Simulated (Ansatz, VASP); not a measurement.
Given: the input of a run of VASP 6.6.1 on TiC.

The input INCAR:

```
ALGO     = Normal         # electronic algorithm
EDIFF    = 1E-6           # SCF threshold, eV
ENCUT    = 520            # plane-wave cutoff, eV
GGA      = PE             # functional
ISIF     = 2              # what is computed and relaxed
ISMEAR   = -1             # smearing method
LASPH    = True           # aspherical terms in the spheres
LCHARG   = False          # write CHGCAR
LREAL    = False          # projectors in reciprocal space
LWAVE    = False          # write WAVECAR
NBANDS   = 15             # bands
NELM     = 100            # most SCF steps
PREC     = Accurate       # precision mode
SIGMA    = 0.06           # smearing width, eV
```

Contents of KPOINTS:

```
k-points
0
Gamma
  6 6 6
```

The input POSCAR:

```
TiC
1.0
    0.0000000000      2.1657188437      2.1657188437
    2.1657188437      0.0000000000      2.1657188437
    2.1657188437      2.1657188437      0.0000000000
Ti C
1 1
Direct
    0.0000000000      0.0000000000      0.0000000000
    0.5000000000      0.5000000000      0.5000000000
```

Potentials or basis: VASP PAW PBE potentials, release 64 (Ti_sv, C).

Launch:

```bash
$ cat potpaw_PBE.64/Ti_sv/POTCAR potpaw_PBE.64/C/POTCAR > POTCAR
$ mpirun -np 1 vasp_std > vasp.out
```

Task: Set up the same calculation for Ansatz 0.2.0. Potentials there: all-electron LAPW, scalar-relativistic.

Result: As run (the cutoff follows the program's own potentials):

The input input.yaml:

```yaml
crystal:
  lattice:
    - [0.0, 2.1657188437, 2.1657188437]
    - [2.1657188437, 0.0, 2.1657188437]
    - [2.1657188437, 2.1657188437, 0.0]
  atoms:
    - { symbol: Ti, position: [0.0, 0.0, 0.0] }
    - { symbol: C, position: [0.5, 0.5, 0.5] }
kpoints:
  mp_grid: { grid: [6, 6, 6] }
scf:
  occupations: { method: fermi_dirac, width: 0.06 }
hamiltonian:
  xc: pbe
  pseudopotentials: { kind: all_electron, lapw: { basis_error: 0.002 } }
output:
  forces: true
  stress: true
  eigenvalues: true
```

Potentials or basis: all-electron LAPW, scalar-relativistic.

Command:

```sh
$ ansatz run input.yaml --threads 1 --pin off --max-ram 3072MiB --backend cpu --events-out ev --progress --plain --runs-dir out
```

Both were run:

|  | VASP | Ansatz | Ansatz less VASP |
| --- | --- | --- | --- |
| gap on the k mesh at the Fermi level (eV) | none | none | - |
| pressure (GPa) | 0.4 | 0.3 | -0.11 |

A gap of «none» marks a metal or a gap that the smearing closes. Ansatz ran all-electron here, and VASP with PAW potentials.

The k mesh is coarse, so the values compare programs but aren't converged. Noted on Ansatz's run: the k mesh is thin for a metal, which can move the energy by tens of meV per atom.
